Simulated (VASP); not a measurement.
Crystal: Ti3SiO8.

```
Ti O Si
1.0
     3.44964   -3.44964    0.00000
     3.44964    3.44964    0.00000
     0.00000    0.00000    6.56808
Ti O Si
3 8 1
Direct
  0.50000 0.50000 0.25000
  0.00000 0.00000 0.00000
  0.50000 0.50000 0.75000
  0.19403 0.19403 0.25000
  0.80597 0.80597 0.25000
  0.69403 0.30597 0.00000
  0.30597 0.69403 0.00000
  0.19403 0.19403 0.75000
  0.80597 0.80597 0.75000
  0.69403 0.30597 0.50000
  0.30597 0.69403 0.50000
  0.00000 0.00000 0.50000
```

```yaml
Program: VASP 6.6.1
Task: relaxation of cell and atoms
Functional: PBE
Potentials_or_basis: VASP PAW PBE potentials, release 64 (Ti_sv, O, Si)
Cutoff: 600 eV
k_mesh: 6 × 6 × 4
Occupations: fermi-dirac, width 0.02 eV
Spin: no spin polarisation
```

At the start: pressure -34.6 GPa; volume 13.03 Å³/atom.

Question: Where does the relaxation end?

Answer: Over 15 steps the energy falls by 495.5 meV/atom and the volume is 9.98 Å³/atom (-23.4 %); space group Cmmm (No. 65, to 0.1 Å) before and after.

The path:
| step | energy change (eV) | largest force (eV/Å) | pressure (GPa) | volume (Å³) |
| --- | --- | --- | --- | --- |
| 1 | 0.0000 | 1.2524 | -34.62 | 156.32 |
| 2 | -1.5913 | 4.5027 | 68.36 | 100.71 |
| 3 | -5.3226 | 2.2186 | -0.41 | 121.46 |
| 4 | -5.3290 | 2.2808 | 1.25 | 120.65 |
| 5 | -5.8756 | 1.0820 | 2.98 | 118.51 |
| 6 | -5.8840 | 0.9979 | 2.62 | 118.73 |
| 7 | -5.9158 | 0.7455 | -2.75 | 121.03 |
| 8 | -5.9379 | 0.2511 | -0.78 | 120.12 |
| 9 | -5.9448 | 0.1310 | 0.23 | 119.62 |
| 10 | -5.9449 | 0.1173 | 0.20 | 119.65 |
| 11 | -5.9463 | 0.0276 | 0.05 | 119.73 |
| 12 | -5.9463 | 0.0314 | 0.03 | 119.74 |
| 13 | -5.9464 | 0.0308 | 0.00 | 119.77 |
| 14 | -5.9464 | 0.0082 | 0.01 | 119.76 |
| 15 | -5.9464 | 0.0026 | 0.00 | 119.77 |

Final structure:
```
Ti O Si
1.0
     3.20188   -3.21189    0.00000
     3.20188    3.21189    0.00000
     0.00000    0.00000    5.82290
Ti O Si
3 8 1
Cartesian
  3.2019 0.0000 1.4890
  0.0000 0.0000 5.8229
  3.2019 0.0000 4.3339
  1.2005 0.0000 1.5728
  5.2033 0.0000 1.5728
  3.2019 -1.2516 5.8229
  3.2019 1.2516 5.8229
  1.2005 0.0000 4.2501
  5.2033 0.0000 4.2501
  3.2019 -1.3401 2.9115
  3.2019 1.3401 2.9115
  0.0000 0.0000 2.9115
```

Caveat: the volume moved by over 15 % at a fixed basis, so the end points are rough.
